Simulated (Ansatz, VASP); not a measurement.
# One calculation of ZnSe, two programs

```xyz
2
Lattice="0.0000 2.8519 2.8519 2.8519 0.0000 2.8519 2.8519 2.8519 0.0000" Properties=species:S:1:pos:R:3 pbc="T T T"
Zn    0.0000    0.0000    0.0000
Se    1.4260    1.4260    1.4260
```

Alike in both runs: functional r2SCAN; k mesh 8 × 8 × 8; occupations fermi-dirac, width 0.02 eV; no spin polarisation.

Ansatz relaxed the structure, and its values are those at the end. VASP's run is a single point on that final structure, the one shown.

|  | VASP | Ansatz |
| --- | --- | --- |
| version | VASP 6.6.1 | Ansatz 0.2.0 |
| potentials or method | VASP PAW PBE potentials, release 64 (Zn, Se), cutoff 520 eV | PAW plane waves |
| valence electrons in the cell | 18 | 28 |

|  | VASP | Ansatz | Ansatz less VASP |
| --- | --- | --- | --- |
| gap on the k mesh at the Fermi level (eV) | 1.78 | 1.78 | -0.006 |
| pressure (GPa) | -1.2 | -1.2 | -0.06 |

VASP's potentials were made for PBE, not for r2SCAN. With one functional, cell and mesh, what is left measures potentials, basis and numerics. VASP's potentials hold 18 valence electrons a cell and Ansatz's 28, so a difference there can come from the potentials and not from the codes. Ansatz's warnings: stress scf threshold loose.
